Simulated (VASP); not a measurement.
# CdSe4 in VASP: a series of runs, part 2 of 2

VASP 6.6.1. Earlier steps stand in the parts before.

### 3 Single point, PBE

This run uses another cell than the first one, of 26.21 Å³/atom.

Contents of INCAR:

```
SYSTEM = CdSe4
  PREC = Accurate
  ENCUT = 500
  EDIFF = 1E-6
  ISMEAR = 0
  SIGMA = 0.2
  LREAL = .False.
  LASPH = .True.
  NELM = 120
  ALGO = Normal
  ISIF = 2
  LWAVE = .False.
  LCHARG = .False.
  GGA = PE
  NBANDS = 26
  GGA_COMPAT = .False.
```

Contents of KPOINTS:

```
Automatic mesh
0
Gamma
  4 4 4
  0 0 0
```

Contents of POSCAR:

```
CdSe4
1.0
   -3.1997046848      3.1997046848      3.1997046848
    3.1997046848     -3.1997046848      3.1997046848
    3.1997046848      3.1997046848     -3.1997046848
Cd Se
1 4
Direct
    0.0000000000      0.0000000000      0.0000000000
    0.0000000000      0.0000000000      0.5000000000
    0.0000000000      0.5000000000      0.0000000000
    0.5000000000      0.0000000000      0.0000000000
    0.5000000000      0.5000000000      0.5000000000
```

Potentials or basis: VASP PAW PBE potentials, release 64 (Cd, Se).

On the command line:

```bash
> cat potpaw_PBE.64/Cd/POTCAR potpaw_PBE.64/Se/POTCAR > POTCAR
> mpirun -np 1 vasp_std > vasp.out
```

OUTCAR:

```text
SYSTEM = CdSe4
   PREC = Accurate
   ENCUT = 500
   EDIFF = 1E-6
   ISMEAR = 0
   LREAL = .False.
   LASPH = .True.
   NELM = 120
   ISIF = 2
   GGA = PE

 ion  position               nearest neighbor table
   1  0.000  0.000  0.000-   2 2.77   3 2.77   4 2.77   5 2.77   2 2.77   3 2.77   4 2.77   5 2.77

   2  0.000  0.000  0.500-   1 2.77   1 2.77
   3  0.000  0.500  0.000-   1 2.77   1 2.77
   4  0.500  0.000  0.000-   1 2.77   1 2.77
   5  0.500  0.500  0.500-   1 2.77   1 2.77

  LATTYP: Found a body centered cubic cell.
 ALAT       =     6.3994093696

  Lattice vectors:

 A1 = (  -3.1997046848,   3.1997046848,   3.1997046848)
 A2 = (   3.1997046848,  -3.1997046848,   3.1997046848)
 A3 = (   3.1997046848,   3.1997046848,  -3.1997046848)

Analysis of symmetry for initial positions (statically):
=====================================================================
 Subroutine PRICEL returns:
 Original cell was already a primitive cell.

 Routine SETGRP: Setting up the symmetry group for a
 body centered cubic supercell.

 Subroutine GETGRP returns: Found 48 space group operations
 (whereof 48 operations were pure point group operations)
 out of a pool of 48 trial point group operations.

The static configuration has the point symmetry O_h .

Analysis of symmetry for dynamics (positions and initial velocities):
=====================================================================
 Subroutine PRICEL returns:
 Original cell was already a primitive cell.

 Routine SETGRP: Setting up the symmetry group for a
 body centered cubic supercell.

 Subroutine GETGRP returns: Found 48 space group operations
 (whereof 48 operations were pure point group operations)
 out of a pool of 48 trial point group operations.

The dynamic configuration has the point symmetry O_h .

 Subroutine INISYM returns: Found 48 space group operations
 (whereof 48 operations are pure point group operations),
 and found     1 'primitive' translations

----------------------------------------------------------------------------------------

                                     Primitive cell

  volume of cell :     131.0357

  direct lattice vectors                    reciprocal lattice vectors
    -3.199704685  3.199704685  3.199704685     0.000000000  0.156264421  0.156264421
     3.199704685 -3.199704685  3.199704685     0.156264421  0.000000000  0.156264421
     3.199704685  3.199704685 -3.199704685     0.156264421  0.156264421  0.000000000

  length of vectors
     5.542051083  5.542051083  5.542051083     0.220991264  0.220991264  0.220991264

  position of ions in fractional coordinates (direct lattice)
     0.000000000  0.000000000  0.000000000
     0.000000000  0.000000000  0.500000000
     0.000000000  0.500000000  0.000000000
     0.500000000  0.000000000  0.000000000
     0.500000000  0.500000000  0.500000000

  ion indices of the primitive-cell ions
   primitive index   ion index
                 1           1
                 2           2
                 3           3
                 4           4
                 5           5

----------------------------------------------------------------------------------------

 KPOINTS: Automatic mesh

Automatic generation of k-mesh.
 Grid dimensions read from file:
 generate k-points for:    4    4    4

 Generating k-lattice:

  Cartesian coordinates                     Fractional coordinates (reciprocal lattice)
     0.000000000  0.039066105  0.039066105     0.250000000  0.000000000  0.000000000
     0.039066105  0.000000000  0.039066105     0.000000000  0.250000000  0.000000000
     0.039066105  0.039066105  0.000000000     0.000000000  0.000000000  0.250000000

  Length of vectors
     0.055247816  0.055247816  0.055247816

  Shift w.r.t. Gamma in fractional coordinates (k-lattice)
     0.000000000  0.000000000  0.000000000

 Subroutine IBZKPT returns following result:
 ===========================================

 Found      8 irreducible k-points:

 Following reciprocal coordinates:
            Coordinates               Weight
  0.000000  0.000000  0.000000      1.000000
  0.250000  0.000000  0.000000     12.000000
  0.500000  0.000000  0.000000      6.000000
  0.250000  0.250000  0.000000     24.000000
  0.250000  0.250000  0.250000      2.000000
 -0.250000  0.250000  0.250000      6.000000
  0.500000  0.500000  0.250000     12.000000
  0.500000  0.500000  0.500000      1.000000
   k-points           NKPTS =      8   k-points in BZ     NKDIM =      8   number of bands    NBANDS=     26
   number of dos      NEDOS =    301   number of ions     NIONS =      5
   total plane-waves  NPLWV =  64000
   dimension x,y,z NGX =    40 NGY =   40 NGZ =   40
   dimension x,y,z NGXF=    80 NGYF=   80 NGZF=   80
   ions per type =               1   4
   NGX,Y,Z   is equivalent  to a cutoff of  12.00, 12.00, 12.00 a.u.
   NGXF,Y,Z  is equivalent  to a cutoff of  24.00, 24.00, 24.00 a.u.
 SYSTEM =  CdSe4
   PREC   = accura    normal or accurate (medium, high low for compatibility)
   ISTART =      0    job   : 0-new  1-cont  2-samecut
   ICHARG =      2    charge: 1-file 2-atom 10-const
   ISPIN  =      1    spin polarized calculation?
   LNONCOLLINEAR =      F non collinear calculations
   LSORBIT =      F    spin-orbit coupling
   LASPH  =      T    aspherical Exc in radial PAW
   ENCUT  =  500.0 eV  36.75 Ry    6.06 a.u.  10.10 10.10 10.10*2*pi/ulx,y,z
   NELM   =    120;   NELMIN=  2; NELMDL= -5     # of ELM steps
   EDIFF  = 0.1E-05   stopping-criterion for ELM
   LREAL  =      F    real-space projection
   EDIFFG = 0.1E-04   stopping-criterion for IOM
   NSW    =      0    number of steps for IOM
   IBRION =     -1    ionic relax: 0-MD 1-quasi-New 2-CG
   NFREE  =      0    steps in history (QN), initial steepest desc. (CG)
   ISIF   =      2    stress and relaxation
   ISYM   =      2    0-nonsym 1-usesym 2-fastsym
   POTIM  = 0.5000    time-step for ionic-motion
   TEBEG  =    0.0;   TEEND  =   0.0 temperature during run
   PSTRESS=    0.0 pullay stress
   NELECT =      36.0000    total number of electrons
   NUPDOWN=      -1.0000    fix difference up-down
   EMIN   =  10.00;   EMAX   =-10.00  energy-range for DOS
   EFERMI =   0.00;   METHOD = LEGACY
   ISMEAR =     0;   SIGMA  =   0.20  broadening in eV -4-tet -1-fermi 0-gaus
   EFERMI_NEDOS =   21; number of points for ismear=-14 and -15
   IALGO  =     38    algorithm
   IMIX   =      4    mixing-type and parameters
     AMIX     =   0.40;   BMIX     =  1.00
     AMIX_MAG =   1.60;   BMIX_MAG =  1.00
  volume/ion in A,a.u.               =      26.21       176.85
  Fermi-wavevector in a.u.,A,eV,Ry     =   1.064255  2.011151 15.410490  1.132639
  Thomas-Fermi vector in A             =   2.199767
   LORBIT       =      0    0 simple, 1 ext, 2 COOP (PROOUT), +10 PAW based schemes
   GGA     = PE    functional components
   LHFCALC =     F    Hartree Fock is set to
   AEXX    =    0.0000 exact exchange contribution
   IVDW    =     0    specifies the selected vdW correction
   LEPSILON=     F    determine dielectric tensor
   LRPA    =     F    only Hartree local field effects (RPA)
 non-spin polarized calculation
 Gauss-broadening in eV      SIGMA  =   0.20
  energy-cutoff  :      500.00
  volume of cell :      131.04
 maximum number of plane-waves:      3367
   NGX = 21   NGY = 21   NGZ = 21

 number of electron      35.9999986 magnetization

 Free energy of the ion-electron system (eV)
  ---------------------------------------------------
  ext. energy  EPLUGINS =         0.00000000
  ---------------------------------------------------
  free energy    TOTEN  =       -12.84681235 eV

  energy without entropy =      -12.77303798  energy(sigma->0) =      -12.80992516

 E-fermi :   2.4626     XC(G=0):  -9.2674

 val. band max:        2.4431930562   @ k =   0.5000   0.5000   0.2500
 cond. band min:       2.5665090663   @ k =   0.5000   0.5000   0.2500
 fundamental gap:      0.1233160101
 Fermi energy:         2.4626205343

 k-point     1 :       0.0000    0.0000    0.0000
  band No.  band energies     occupation
      1     -11.7765      2.00000
      2      -9.7905      2.00000
      3      -9.7905      2.00000
      4      -9.7905      2.00000
      5      -6.1605      2.00000
      6      -6.1605      2.00000
[... 221 lines left out ...]
     25       8.7396      0.00000
     26      10.6865      0.00000

------------------------ aborting loop because EDIFF is reached ----------------------------------------

  FORCE on cell =-STRESS in cart. coord.  units (eV):
  Direction    XX          YY          ZZ          XY          YZ          ZX
  --------------------------------------------------------------------------------------
  -------------------------------------------------------------------------------------
  Total        0.0692496      0.0692496      0.0692496      0.0000000     -0.0000000      0.0000000
  in kB        0.8467166      0.8467166      0.8467166      0.0000000     -0.0000000      0.0000000
  external PRESSURE =       0.8467166 kB  Pullay stress =       0.0000000 kB

 VOLUME and BASIS-vectors are now :
 -----------------------------------------------------------------------------
  energy-cutoff  :      500.00
  volume of cell :      131.04
      direct lattice vectors                 reciprocal lattice vectors
    -3.199704685  3.199704685  3.199704685     0.000000000  0.156264421  0.156264421
     3.199704685 -3.199704685  3.199704685     0.156264421  0.000000000  0.156264421
     3.199704685  3.199704685 -3.199704685     0.156264421  0.156264421  0.000000000

 POSITION                                       TOTAL-FORCE (eV/Angst)
 -----------------------------------------------------------------------------------
      0.00000      0.00000      0.00000        -0.000000     -0.000000      0.000000
      1.59985      1.59985     -1.59985         0.000000     -0.000000      0.000000
      1.59985     -1.59985      1.59985        -0.000000     -0.000000     -0.000000
     -1.59985      1.59985      1.59985         0.000000      0.000000     -0.000000
      1.59985      1.59985      1.59985         0.000000      0.000000      0.000000
 -----------------------------------------------------------------------------------
    total drift:                                0.000000     -0.000000      0.000000

  FREE ENERGIE OF THE ION-ELECTRON SYSTEM (eV)
  ---------------------------------------------------
  free  energy   TOTEN  =       -12.8468123476 eV

  energy  without entropy=      -12.7730379778  energy(sigma->0) =      -12.80992516
```

OSZICAR:

```text
N       E                     dE             d eps       ncg     rms          rms(c)
DAV:   1     0.215257654312E+03    0.21526E+03   -0.15718E+04   416   0.117E+03
DAV:   2     0.764093578442E+00   -0.21449E+03   -0.20703E+03   514   0.252E+02
DAV:   3    -0.130211540211E+02   -0.13785E+02   -0.13578E+02   460   0.648E+01
DAV:   4    -0.131718342729E+02   -0.15068E+00   -0.15029E+00   472   0.692E+00
DAV:   5    -0.131730520226E+02   -0.12177E-02   -0.12174E-02   516   0.602E-01    0.823E+00
DAV:   6    -0.128704600590E+02    0.30259E+00   -0.72227E-01   488   0.907E+00    0.694E+00
DAV:   7    -0.128476423524E+02    0.22818E-01   -0.18598E-01   498   0.244E+00    0.298E+00
DAV:   8    -0.128469307414E+02    0.71161E-03   -0.23356E-02   462   0.150E+00    0.239E-01
DAV:   9    -0.128468291459E+02    0.10160E-03   -0.28958E-03   492   0.583E-01    0.613E-02
DAV:  10    -0.128467987973E+02    0.30349E-04   -0.34435E-04   452   0.192E-01    0.241E-02
DAV:  11    -0.128468198918E+02   -0.21095E-04   -0.12084E-04   492   0.965E-02    0.157E-02
DAV:  12    -0.128468125882E+02    0.73036E-05   -0.29041E-05   456   0.594E-02    0.560E-03
DAV:  13    -0.128468123476E+02    0.24059E-06   -0.30422E-06   434   0.102E-02
   1 F= -.12846812E+02 E0= -.12809925E+02  d E =-.737744E-01
```

stdout:

```text
POSCAR found type information on POSCAR CdSe
 POSCAR found :  2 types and       5 ions
 scaLAPACK will be used
 LDA part: xc-table for (Slater+PW92), standard interpolation
 POSCAR, INCAR and KPOINTS ok, starting setup
 FFT: planning ... GRIDC
 FFT: planning ... GRID_SOFT
 FFT: planning ... GRID
 WAVECAR not read
 entering main loop
```

It took 24 s on 1 thread of AMD EPYC 7R13 (Zen 3), shared host; peak memory 0.21 GiB.

What came out:

```yaml
Free_energy: -12.8468 eV
Pressure: 0.1 GPa
Band_gap_on_the_k_mesh: zero (bands 18 and 19 overlap by 2.69 eV)
```

Levels at points of the mesh, in eV from the Fermi level:
| k point | band 15 | band 16 | band 17 | band 18 | band 19 | band 20 |
| --- | --- | --- | --- | --- | --- | --- |
| (0.00, 0.00, 0.00) | -3.44 | -0.78 | 0.21 | 0.21 | 0.21 | 1.13 |
| (0.50, 0.00, 0.00) | -2.21 | -1.88 | -1.08 | -1.05 | -0.96 | 0.95 |
| (0.50, 0.50, 0.50) | -2.29 | 1.14 | 1.14 | 1.14 | 1.29 | 1.29 |

The gap in the log of VASP goes by the Fermi energy; the results here count the filled bands.